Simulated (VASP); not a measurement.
# Pb in VASP: single point with PBE

Aim: the single point of Pb with PBE.

Program: VASP 6.6.1. These are calculated values, not measurements. Logs are shortened: lines on timing, memory, paths and dates and some standing lists are left out, and cuts for length are marked.

### Step 1. The cell of the first run

The cell holds a sublattice, 4 atoms: a = 5.380 Å, b = 5.380 Å, c = 5.380 Å, α = 90.00°, β = 90.00°, γ = 90.00°.

### Step 2. Single point, PBE

The input, INCAR:

```
SYSTEM = Pb
PREC = Accurate ; ENCUT = 400
EDIFF = 1E-6 ; ISMEAR = 0
SIGMA = 0.1 ; LREAL = .FALSE.
LASPH = .TRUE. ; NELM = 120
ALGO = Normal ; ISIF = 2
LWAVE = .FALSE. ; LCHARG = .FALSE.
GGA = PE ; NBANDS = 36
GGA_COMPAT = .FALSE.
```

The input, KPOINTS:

```
regular mesh
0
G
  6 6 6
  0 0 0
```

The input, POSCAR:

```
Pb
1.0
    5.3800000000      0.0000000000      0.0000000000
    0.0000000000      5.3800000000      0.0000000000
    0.0000000000      0.0000000000      5.3800000000
Pb
4
Direct
    0.2500000000      0.2500000000      0.2500000000
    0.7500000000      0.7500000000      0.2500000000
    0.2500000000      0.7500000000      0.7500000000
    0.7500000000      0.2500000000      0.7500000000
```

Potentials or basis: VASP PAW PBE potentials, release 64 (Pb_d).

Started as:

```sh
cat potpaw_PBE.64/Pb_d/POTCAR > POTCAR
mpirun -np 1 vasp_std > vasp.out
```

OUTCAR:

```text
SYSTEM = Pb
   PREC = Accurate
   ENCUT = 400
   EDIFF = 1E-6
   ISMEAR = 0
   LREAL = .FALSE.
   LASPH = .TRUE.
   NELM = 120
   ISIF = 2
   GGA = PE

 ion  position               nearest neighbor table
   1  0.250  0.250  0.250-   2 3.80   3 3.80   4 3.80   3 3.80   4 3.80   2 3.80   3 3.80   3 3.80
                             2 3.80   4 3.80   4 3.80   2 3.80
   2  0.750  0.750  0.250-   1 3.80   3 3.80   4 3.80   3 3.80   4 3.80   1 3.80   4 3.80   4 3.80
                             1 3.80   3 3.80   3 3.80   1 3.80
   3  0.250  0.750  0.750-   1 3.80   2 3.80   4 3.80   1 3.80   2 3.80   1 3.80   4 3.80   1 3.80
                             2 3.80   4 3.80   2 3.80   4 3.80
   4  0.750  0.250  0.750-   1 3.80   2 3.80   3 3.80   1 3.80   2 3.80   2 3.80   3 3.80   2 3.80
                             1 3.80   3 3.80   1 3.80   3 3.80

  LATTYP: Found a simple cubic cell.
 ALAT       =     5.3800000000

  Lattice vectors:

 A1 = (   5.3800000000,   0.0000000000,   0.0000000000)
 A2 = (   0.0000000000,   5.3800000000,   0.0000000000)
 A3 = (   0.0000000000,   0.0000000000,   5.3800000000)

Analysis of symmetry for initial positions (statically):
=====================================================================
 Subroutine PRICEL returns following result:

  LATTYP: Found a face centered cubic cell.
 ALAT       =     5.3800000000

  Lattice vectors:

 A1 = (   2.6900000000,  -2.6900000000,   0.0000000000)
 A2 = (   2.6900000000,   0.0000000000,   2.6900000000)
 A3 = (   0.0000000000,  -2.6900000000,   2.6900000000)

   4 primitive cells build up your supercell.

 Routine SETGRP: Setting up the symmetry group for a
 simple cubic supercell.

 Subroutine GETGRP returns: Found 48 space group operations
 (whereof 24 operations were pure point group operations)
 out of a pool of 48 trial point group operations.

The static configuration has the point symmetry T_d .
 The point group associated with its full space group is O_h .

Analysis of symmetry for dynamics (positions and initial velocities):
=====================================================================
 Subroutine PRICEL returns following result:

  LATTYP: Found a face centered cubic cell.
 ALAT       =     5.3800000000

  Lattice vectors:

 A1 = (   2.6900000000,  -2.6900000000,   0.0000000000)
 A2 = (   2.6900000000,   0.0000000000,   2.6900000000)
 A3 = (   0.0000000000,  -2.6900000000,   2.6900000000)

   4 primitive cells build up your supercell.

 Routine SETGRP: Setting up the symmetry group for a
 simple cubic supercell.

 Subroutine GETGRP returns: Found 48 space group operations
[... 98 lines left out ...]
   LREAL  =      F    real-space projection
   EDIFFG = 0.1E-04   stopping-criterion for IOM
   NSW    =      0    number of steps for IOM
   IBRION =     -1    ionic relax: 0-MD 1-quasi-New 2-CG
   NFREE  =      0    steps in history (QN), initial steepest desc. (CG)
   ISIF   =      2    stress and relaxation
   ISYM   =      2    0-nonsym 1-usesym 2-fastsym
   POTIM  = 0.5000    time-step for ionic-motion
   TEBEG  =    0.0;   TEEND  =   0.0 temperature during run
   PSTRESS=    0.0 pullay stress
   NELECT =      56.0000    total number of electrons
   NUPDOWN=      -1.0000    fix difference up-down
   EMIN   =  10.00;   EMAX   =-10.00  energy-range for DOS
   EFERMI =   0.00;   METHOD = LEGACY
   ISMEAR =     0;   SIGMA  =   0.10  broadening in eV -4-tet -1-fermi 0-gaus
   EFERMI_NEDOS =   21; number of points for ismear=-14 and -15
   IALGO  =     38    algorithm
   IMIX   =      4    mixing-type and parameters
     AMIX     =   0.40;   BMIX     =  1.00
     AMIX_MAG =   1.60;   BMIX_MAG =  1.00
  volume/ion in A,a.u.               =      38.93       262.71
  Fermi-wavevector in a.u.,A,eV,Ry     =   1.164185  2.199990 18.440331  1.355326
  Thomas-Fermi vector in A             =   2.300726
   LORBIT       =      0    0 simple, 1 ext, 2 COOP (PROOUT), +10 PAW based schemes
   GGA     = PE    functional components
   LHFCALC =     F    Hartree Fock is set to
   AEXX    =    0.0000 exact exchange contribution
   IVDW    =     0    specifies the selected vdW correction
   LEPSILON=     F    determine dielectric tensor
   LRPA    =     F    only Hartree local field effects (RPA)
 non-spin polarized calculation
 Gauss-broadening in eV      SIGMA  =   0.10
  energy-cutoff  :      400.00
  volume of cell :      155.72
 maximum number of plane-waves:      2872
 NGX is ok and might be reduce to    36
   NGX = 17   NGY = 17   NGZ = 17

 number of electron      55.9999993 magnetization

 Free energy of the ion-electron system (eV)
  ---------------------------------------------------
  ext. energy  EPLUGINS =         0.00000000
  ---------------------------------------------------
  free energy    TOTEN  =       -13.71631658 eV

  energy without entropy =      -13.69326302  energy(sigma->0) =      -13.70478980

 E-fermi :   4.8447     XC(G=0):  -9.0434

 val. band max:        4.8293075217   @ k =   0.5000   0.1667   0.1667
 cond. band min:       4.8761261456   @ k =   0.3333   0.1667   0.1667
 fundamental gap:      0.0468186239
 Fermi energy:         4.8447125996

 k-point     1 :       0.0000    0.0000    0.0000
  band No.  band energies     occupation
      1     -12.2496      2.00000
      2     -12.2496      2.00000
      3     -12.2496      2.00000
      4     -12.2027      2.00000
      5     -12.2027      2.00000
      6     -12.2027      2.00000
[... 769 lines left out ...]
     35       9.1031      0.00000
     36       9.1031      0.00000

------------------------ aborting loop because EDIFF is reached ----------------------------------------

  FORCE on cell =-STRESS in cart. coord.  units (eV):
  Direction    XX          YY          ZZ          XY          YZ          ZX
  --------------------------------------------------------------------------------------
  -------------------------------------------------------------------------------------
  Total       -4.4708661     -4.4708661     -4.4708661      0.0000000      0.0000000     -0.0000000
  in kB      -45.9997442    -45.9997442    -45.9997442      0.0000000      0.0000000     -0.0000000
  external PRESSURE =     -45.9997442 kB  Pullay stress =       0.0000000 kB

 VOLUME and BASIS-vectors are now :
 -----------------------------------------------------------------------------
  energy-cutoff  :      400.00
  volume of cell :      155.72
      direct lattice vectors                 reciprocal lattice vectors
     5.380000000  0.000000000  0.000000000     0.185873606  0.000000000  0.000000000
     0.000000000  5.380000000  0.000000000     0.000000000  0.185873606  0.000000000
     0.000000000  0.000000000  5.380000000     0.000000000  0.000000000  0.185873606

 POSITION                                       TOTAL-FORCE (eV/Angst)
 -----------------------------------------------------------------------------------
      1.34500      1.34500      1.34500        -0.000000      0.000000     -0.000000
      4.03500      4.03500      1.34500         0.000000     -0.000000      0.000000
      1.34500      4.03500      4.03500         0.000000     -0.000000      0.000000
      4.03500      1.34500      4.03500        -0.000000      0.000000      0.000000
 -----------------------------------------------------------------------------------
    total drift:                                0.000000      0.000000      0.000000

  FREE ENERGIE OF THE ION-ELECTRON SYSTEM (eV)
  ---------------------------------------------------
  free  energy   TOTEN  =       -13.7163165760 eV

  energy  without entropy=      -13.6932630245  energy(sigma->0) =      -13.70478980
```

Run time: 77 s. Hardware: 1 thread of Intel Xeon Platinum 8375C at 2.90GHz (Ice Lake), shared host; peak memory 0.22 GiB.

What came out:

```yaml
Free_energy: -13.7163 eV
Pressure: -4.6 GPa
Band_gap_on_the_k_mesh: zero (bands 28 and 29 overlap by 2.04 eV)
```

Caveat: spin-orbit coupling is left out, which moves the levels of the heavy elements.

The gap in the log of VASP goes by the Fermi energy; the results here count the filled bands.